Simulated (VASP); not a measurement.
# ZnSe (F-43m) in VASP: a series of runs

The runs below take ZnSe through single point, relaxation of cell and atoms, with PBE-based screened hybrid with 25 % exact exchange.

Everything below comes from runs of VASP 6.6.1. Logs are shortened: lines on timing, memory, paths and dates and some standing lists are left out, and cuts for length are marked.

### 1 The cell of the first run

Symmetry: F-43m, No. 216, cubic system. The conventional cell has a = 5.715 Å, b = 5.715 Å, c = 5.715 Å, α = 90.00°, β = 90.00°, γ = 90.00°. Se (site symmetry -43m) has 4 Zn at 2.47 Å within 3.3 Å. Zn (site symmetry -43m) has 4 Se at 2.47 Å within 3.3 Å.

### 2 Single point, PBE-based screened hybrid with 25 % exact exchange

POSCAR

```
ZnSe
1.0
    0.0000000000      2.8575237779      2.8575237779
    2.8575237779      0.0000000000      2.8575237779
    2.8575237779      2.8575237779      0.0000000000
Se Zn
1 1
Direct
    0.7500000000      0.7500000000      0.7500000000
    0.0000000000      0.0000000000      0.0000000000
```

INCAR.step1

```
PREC = Accurate ; ENCUT = 520
EDIFF = 1E-5 ; ISMEAR = -1
SIGMA = 0.05 ; LREAL = False
LASPH = True ; NELM = 80
ALGO = Normal ; ISIF = 2
LWAVE = True ; LCHARG = False
GGA = PE ; NBANDS = 16
```

INCAR.step2

```
PREC = Accurate ; ENCUT = 520
EDIFF = 1E-6 ; ISMEAR = -1
SIGMA = 0.05 ; LREAL = False
LASPH = True ; NELM = 80
ALGO = Normal ; ISIF = 2
LWAVE = False ; LCHARG = False
GGA = PE ; LHFCALC = True
AEXX = 0.25 ; HFSCREEN = 0.3
PRECFOCK = Normal ; ISTART = 1
NBANDS = 16
```

KPOINTS

```
Automatic mesh
0
Gamma
  4 4 4
```

Potentials or basis: VASP PAW PBE potentials, release 64 (Se, Zn).

The run is started by

```bash
$ cat potpaw_PBE.64/Se/POTCAR potpaw_PBE.64/Zn/POTCAR > POTCAR
$ cp INCAR.step1 INCAR
$ mpirun -np 1 vasp_std > vasp.out
$ cp INCAR.step2 INCAR
$ mpirun -np 1 vasp_std > vasp.out
```

OUTCAR:

```text
PREC = Accurate
   ENCUT = 520
   EDIFF = 1E-6
   ISMEAR = -1
   LREAL = False
   LASPH = True
   NELM = 80
   ISIF = 2
   GGA = PE
   LHFCALC = True
   AEXX = 0.25
   HFSCREEN = 0.3
   PRECFOCK = Normal
   ISTART = 1

 ion  position               nearest neighbor table
   1  0.750  0.750  0.750-   2 2.47   2 2.47   2 2.47   2 2.47
   2  0.000  0.000  0.000-   1 2.47   1 2.47   1 2.47   1 2.47

  LATTYP: Found a face centered cubic cell.
 ALAT       =     5.7150475558

  Lattice vectors:

 A1 = (   0.0000000000,   2.8575237779,   2.8575237779)
 A2 = (   2.8575237779,   0.0000000000,   2.8575237779)
 A3 = (   2.8575237779,   2.8575237779,   0.0000000000)

Analysis of symmetry for initial positions (statically):
=====================================================================
 Subroutine PRICEL returns:
 Original cell was already a primitive cell.

 Routine SETGRP: Setting up the symmetry group for a
 face centered cubic supercell.

 Subroutine GETGRP returns: Found 24 space group operations
 (whereof 24 operations were pure point group operations)
 out of a pool of 48 trial point group operations.

The static configuration has the point symmetry T_d .

Analysis of symmetry for dynamics (positions and initial velocities):
=====================================================================
 Subroutine PRICEL returns:
 Original cell was already a primitive cell.

 Routine SETGRP: Setting up the symmetry group for a
 face centered cubic supercell.

 Subroutine GETGRP returns: Found 24 space group operations
 (whereof 24 operations were pure point group operations)
 out of a pool of 48 trial point group operations.

The dynamic configuration has the point symmetry T_d .

 Subroutine INISYM returns: Found 24 space group operations
 (whereof 24 operations are pure point group operations),
 and found     1 'primitive' translations

----------------------------------------------------------------------------------------

                                     Primitive cell

  volume of cell :      46.6659

  direct lattice vectors                    reciprocal lattice vectors
     0.000000000  2.857523778  2.857523778    -0.174976672  0.174976672  0.174976672
     2.857523778  0.000000000  2.857523778     0.174976672 -0.174976672  0.174976672
     2.857523778  2.857523778  0.000000000     0.174976672  0.174976672 -0.174976672

  length of vectors
     4.041148882  4.041148882  4.041148882     0.303068486  0.303068486  0.303068486

  position of ions in fractional coordinates (direct lattice)
     0.750000000  0.750000000  0.750000000
     0.000000000  0.000000000  0.000000000

  ion indices of the primitive-cell ions
   primitive index   ion index
                 1           1
                 2           2

----------------------------------------------------------------------------------------

 KPOINTS: Automatic mesh

Automatic generation of k-mesh.
 Grid dimensions read from file:
 generate k-points for:    4    4    4

 Generating k-lattice:

  Cartesian coordinates                     Fractional coordinates (reciprocal lattice)
    -0.043744168  0.043744168  0.043744168     0.250000000  0.000000000  0.000000000
     0.043744168 -0.043744168  0.043744168     0.000000000  0.250000000  0.000000000
     0.043744168  0.043744168 -0.043744168     0.000000000  0.000000000  0.250000000

  Length of vectors
     0.075767121  0.075767121  0.075767121

  Shift w.r.t. Gamma in fractional coordinates (k-lattice)
     0.000000000  0.000000000  0.000000000

 Subroutine IBZKPT returns following result:
 ===========================================

 Found      8 irreducible k-points:

 Following reciprocal coordinates:
            Coordinates               Weight
  0.000000  0.000000  0.000000      1.000000
  0.250000  0.000000  0.000000      8.000000
  0.500000  0.000000  0.000000      4.000000
  0.250000  0.250000  0.000000      6.000000
  0.500000  0.250000  0.000000     24.000000
 -0.250000  0.250000  0.000000     12.000000
  0.500000  0.500000  0.000000      3.000000
 -0.250000  0.500000  0.250000      6.000000
   k-points           NKPTS =      8   k-points in BZ     NKDIM =     64   number of bands    NBANDS=     16
   number of dos      NEDOS =    301   number of ions     NIONS =      2
   total plane-waves  NPLWV =  27000
   dimension x,y,z NGX =    30 NGY =   30 NGZ =   30
   dimension x,y,z NGXF=    60 NGYF=   60 NGZF=   60
   ions per type =               1   1
   NGX,Y,Z   is equivalent  to a cutoff of  12.34, 12.34, 12.34 a.u.
   NGXF,Y,Z  is equivalent  to a cutoff of  24.68, 24.68, 24.68 a.u.
 SYSTEM =  unknown system
   PREC   = accura    normal or accurate (medium, high low for compatibility)
   ISTART =      1    job   : 0-new  1-cont  2-samecut
   ICHARG =      0    charge: 1-file 2-atom 10-const
   ISPIN  =      1    spin polarized calculation?
   LNONCOLLINEAR =      F non collinear calculations
   LSORBIT =      F    spin-orbit coupling
   LASPH  =      T    aspherical Exc in radial PAW
   ENCUT  =  520.0 eV  38.22 Ry    6.18 a.u.   7.51  7.51  7.51*2*pi/ulx,y,z
   NELM   =     80;   NELMIN=  2; NELMDL=  0     # of ELM steps
   EDIFF  = 0.1E-05   stopping-criterion for ELM
   LREAL  =      F    real-space projection
   EDIFFG = 0.1E-04   stopping-criterion for IOM
   NSW    =      0    number of steps for IOM
   IBRION =     -1    ionic relax: 0-MD 1-quasi-New 2-CG
   NFREE  =      0    steps in history (QN), initial steepest desc. (CG)
   ISIF   =      2    stress and relaxation
   ISYM   =      3    0-nonsym 1-usesym 2-fastsym
   POTIM  = 0.5000    time-step for ionic-motion
   TEBEG  =    0.0;   TEEND  =   0.0 temperature during run
   PSTRESS=    0.0 pullay stress
   NELECT =      18.0000    total number of electrons
   NUPDOWN=      -1.0000    fix difference up-down
   EMIN   =  10.00;   EMAX   =-10.00  energy-range for DOS
   EFERMI =   0.00;   METHOD = LEGACY
   ISMEAR =    -1;   SIGMA  =   0.05  broadening in eV -4-tet -1-fermi 0-gaus
   EFERMI_NEDOS =   21; number of points for ismear=-14 and -15
   IALGO  =     38    algorithm
   IMIX   =      1    mixing-type and parameters
     AMIX     =   0.40;   BMIX     =  1.00
     AMIX_MAG =   1.60;   BMIX_MAG =  1.00
  volume/ion in A,a.u.               =      23.33       157.46
  Fermi-wavevector in a.u.,A,eV,Ry     =   1.191697  2.251981 19.322199  1.420142
  Thomas-Fermi vector in A             =   2.327753
   LORBIT       =      0    0 simple, 1 ext, 2 COOP (PROOUT), +10 PAW based schemes
   GGA     = PE    functional components
   LHFCALC =     T    Hartree Fock is set to
   PRECFOCK=normal    Normal, Fast or Accurate (Low or Medium for compatibility)
   ENCUT4O =  -1.0   cutoff for four orbital integrals eV
   NKREDX  =     1    reduce k-point grid by
   NKREDY  =     1    reduce k-point grid by
   NKREDZ  =     1    reduce k-point grid by
   AEXX    =    0.2500 exact exchange contribution
   HFSCREEN=    0.3000 screening length (either q_TF or 0.3 A-1)
   HFSCREENC=   0.3000 screening length for correlation (either q_TF or 0.3 A-1)
   ENCUTFOCK=  -1.0 apply spherical cutoff to Coloumb kernel
   IVDW    =     0    specifies the selected vdW correction
   LEPSILON=     F    determine dielectric tensor
   LRPA    =     F    only Hartree local field effects (RPA)
 non-spin polarized calculation
  energy-cutoff  :      520.00
  volume of cell :       46.67
 maximum number of plane-waves:      1283
  NGX = 24; NGY = 24; NGZ = 24

 number of electron      18.0000019 magnetization

 Free energy of the ion-electron system (eV)
  ---------------------------------------------------
  ext. energy  EPLUGINS =         0.00000000
  ---------------------------------------------------
  free energy    TOTEN  =        -7.16899706 eV

  energy without entropy =       -7.16899706  energy(sigma->0) =       -7.16899706

 E-fermi :   1.9703     XC(G=0):  -7.7770

 val. band max:        0.8787389891   @ k =   0.0000   0.0000   0.0000
 cond. band min:       2.9999175786   @ k =   0.0000   0.0000   0.0000
 fundamental gap:      2.1211785895
 Fermi energy:         1.9702898099

 k-point     1 :       0.0000    0.0000    0.0000
  band No.  band energies     occupation
      1     -13.2294      2.00000
      2      -7.1638      2.00000
      3      -7.1638      2.00000
      4      -7.1638      2.00000
      5      -6.8565      2.00000
      6      -6.8565      2.00000
[... 8 lines left out ...]
     15      13.2724      0.00000
     16      13.2724      0.00000

 k-point     2 :       0.2500    0.0000    0.0000
  band No.  band energies     occupation
      1     -12.8543      2.00000
      2      -7.1205      2.00000
      3      -7.1205      2.00000
      4      -7.0520      2.00000
      5      -6.8566      2.00000
      6      -6.8566      2.00000
[... 8 lines left out ...]
     15      12.2204      0.00000
     16      12.5163      0.00000

 k-point     3 :       0.5000    0.0000    0.0000
  band No.  band energies     occupation
      1     -12.4199      2.00000
      2      -7.0883      2.00000
      3      -7.0883      2.00000
      4      -6.8433      2.00000
      5      -6.8433      2.00000
      6      -6.6817      2.00000
[... 8 lines left out ...]
     15      15.0224      0.00000
     16      15.0224      0.00000

 k-point     4 :       0.2500    0.2500    0.0000
  band No.  band energies     occupation
      1     -12.7289      2.00000
      2      -7.0992      2.00000
      3      -7.0701      2.00000
      4      -7.0701      2.00000
      5      -6.8721      2.00000
      6      -6.8366      2.00000
[... 8 lines left out ...]
     15      14.1728      0.00000
     16      15.7374      0.00000

 k-point     5 :       0.5000    0.2500    0.0000
  band No.  band energies     occupation
      1     -12.2928      2.00000
      2      -7.0621      2.00000
      3      -7.0220      2.00000
      4      -6.9214      2.00000
      5      -6.8350      2.00000
      6      -6.6701      2.00000
[... 8 lines left out ...]
     15      15.1866      0.00000
     16      16.0259      0.00000

 k-point     6 :      -0.2500    0.2500    0.0000
  band No.  band energies     occupation
      1     -12.4385      2.00000
      2      -7.0708      2.00000
      3      -7.0652      2.00000
      4      -6.8912      2.00000
      5      -6.8664      2.00000
      6      -6.7690      2.00000
[... 8 lines left out ...]
     15      13.9219      0.00000
     16      16.0090      0.00000

 k-point     7 :       0.5000    0.5000    0.0000
  band No.  band energies     occupation
      1     -12.1489      2.00000
      2      -7.0411      2.00000
      3      -6.9584      2.00000
      4      -6.9584      2.00000
      5      -6.8166      2.00000
      6      -6.6375      2.00000
[... 8 lines left out ...]
     15      15.8436      0.00000
     16      16.3035      0.00000

 k-point     8 :      -0.2500    0.5000    0.2500
  band No.  band energies     occupation
      1     -12.1451      2.00000
      2      -7.0315      2.00000
      3      -7.0037      2.00000
      4      -6.8894      2.00000
      5      -6.8636      2.00000
      6      -6.5385      2.00000
[... 8 lines left out ...]
     15      15.7400      0.00000
     16      15.9312      0.00000

------------------------ aborting loop because EDIFF is reached ----------------------------------------

  FORCE on cell =-STRESS in cart. coord.  units (eV):
  Direction    XX          YY          ZZ          XY          YZ          ZX
  --------------------------------------------------------------------------------------
  -------------------------------------------------------------------------------------
  Total       -0.0005939     -0.0005939     -0.0005939     -0.0000000      0.0000000      0.0000000
  in kB       -0.0203888     -0.0203888     -0.0203888     -0.0000000      0.0000000      0.0000000
  external PRESSURE =      -0.0203888 kB  Pullay stress =       0.0000000 kB

 VOLUME and BASIS-vectors are now :
 -----------------------------------------------------------------------------
  energy-cutoff  :      520.00
  volume of cell :       46.67
      direct lattice vectors                 reciprocal lattice vectors
     0.000000000  2.857523778  2.857523778    -0.174976672  0.174976672  0.174976672
     2.857523778  0.000000000  2.857523778     0.174976672 -0.174976672  0.174976672
     2.857523778  2.857523778  0.000000000     0.174976672  0.174976672 -0.174976672

 POSITION                                       TOTAL-FORCE (eV/Angst)
 -----------------------------------------------------------------------------------
      4.28629      4.28629      4.28629        -0.000000     -0.000000     -0.000000
      0.00000      0.00000      0.00000         0.000000      0.000000      0.000000
 -----------------------------------------------------------------------------------
    total drift:                               -0.000215     -0.000188     -0.000134

  FREE ENERGIE OF THE ION-ELECTRON SYSTEM (eV)
  ---------------------------------------------------
  free  energy   TOTEN  =        -7.1689970590 eV

  energy  without entropy=       -7.1689970589  energy(sigma->0) =       -7.16899706
```

It took 7.2 min on 1 thread of Intel Xeon Platinum 8259CL at 2.50GHz (Skylake/Cascade Lake), shared host; peak memory 0.28 GiB.

What came out:

* Free energy: -7.1690 eV
* Pressure: 0.0 GPa
* Band gap on the k mesh: 2.12 eV

Caveat: the k points lie up to 0.48 Å⁻¹ apart; the PAW data sets were made with another functional, which shifts forces and pressure a little.

### 3 Relaxation of cell and atoms, PBE-based screened hybrid with 25 % exact exchange

This run uses another cell than the first one, of 22.76 Å³/atom.

POSCAR

```
ZnSe
1.0
    0.0000000000      2.8338000000      2.8338000000
    2.8338000000      0.0000000000      2.8338000000
    2.8338000000      2.8338000000      0.0000000000
Se Zn
1 1
Direct
    0.7500000000      0.7500000000      0.7500000000
    0.0000000000      0.0000000000      0.0000000000
```

INCAR.step1

```
  PREC = Accurate
  ENCUT = 600
  EDIFF = 1E-5
  ISMEAR = -1
  SIGMA = 0.05
  LREAL = False
  LASPH = True
  NELM = 80
  ALGO = Normal
  LWAVE = True
  LCHARG = False
  GGA = PE
  NBANDS = 16
```

INCAR.step2

```
  PREC = Accurate
  ENCUT = 600
  EDIFF = 1E-6
  ISMEAR = -1
  SIGMA = 0.05
  LREAL = False
  LASPH = True
  NELM = 80
  ALGO = Normal
  ISIF = 3
  LWAVE = False
  LCHARG = False
  GGA = PE
  LHFCALC = True
  AEXX = 0.25
  HFSCREEN = 0.3
  PRECFOCK = Normal
  IBRION = 2
  NSW = 60
  EDIFFG = -0.01
  ISTART = 1
```

KPOINTS is that of step 2.

Potentials or basis: VASP PAW PBE potentials, release 64 (Se, Zn).

The run is started by

```bash
$ cat potpaw_PBE.64/Se/POTCAR potpaw_PBE.64/Zn/POTCAR > POTCAR
$ cp INCAR.step1 INCAR
$ mpirun -np 1 vasp_std > vasp.out
$ cp INCAR.step2 INCAR
$ mpirun -np 1 vasp_std > vasp.out
```

It took 40 min on 1 thread of Intel Xeon Platinum 8259CL at 2.50GHz (Skylake/Cascade Lake), shared host; peak memory 0.32 GiB.

Results (log left out):

| Item | Value |
| --- | --- |
| Free energy | -7.1686 eV |
| Relaxed volume | 23.34 Å³/atom |
| Relaxed cell | a = 4.041 Å, b = 4.041 Å, c = 4.041 Å, α = 60.00°, β = 60.00°, γ = 60.00° |
| Space group after relaxing (to 0.1 Å) | F-43m (No. 216) |
| Energy gained by relaxing | 2.9 meV/atom |
| Ionic steps | 3 |
| Pressure after relaxing | 0.0 GPa |
| Band gap on the k mesh | 2.12 eV |

Step by step:
```tsv
step	energy change (eV)	largest force (eV/Å)	pressure (GPa)	volume (Å³)
1	0.0000	0.0000	1.60	45.51
2	-0.0053	0.0000	-0.48	47.02
3	-0.0058	0.0000	0.04	46.68
```

Final structure:
```
Se Zn
1.0
     0.00000    2.85772    2.85772
     2.85772    0.00000    2.85772
     2.85772    2.85772    0.00000
Se Zn
1 1
Direct
  0.75000 0.75000 0.75000
  0.00000 0.00000 0.00000
```

Levels at points of the mesh, in eV from the valence-band top:
| k point | band 5 | band 6 | band 7 | band 8 | band 9 | band 10 | band 11 | band 12 | band 13 |
| --- | --- | --- | --- | --- | --- | --- | --- | --- | --- |
| (0.00, 0.00, 0.00) | -7.73 | -7.73 | 0.00 | 0.00 | 0.00 | 2.12 | 6.72 | 6.72 | 6.72 |
| (0.50, 0.00, 0.00) | -7.72 | -7.56 | -5.29 | -0.86 | -0.86 | 3.40 | 7.27 | 7.27 | 9.44 |
| (0.50, 0.50, 0.00) | -7.69 | -7.52 | -4.94 | -2.18 | -2.18 | 3.72 | 4.29 | 11.72 | 12.36 |

Caveat: the k points lie up to 0.48 Å⁻¹ apart in the final cell; the PAW data sets were made with another functional, which shifts forces and pressure a little.
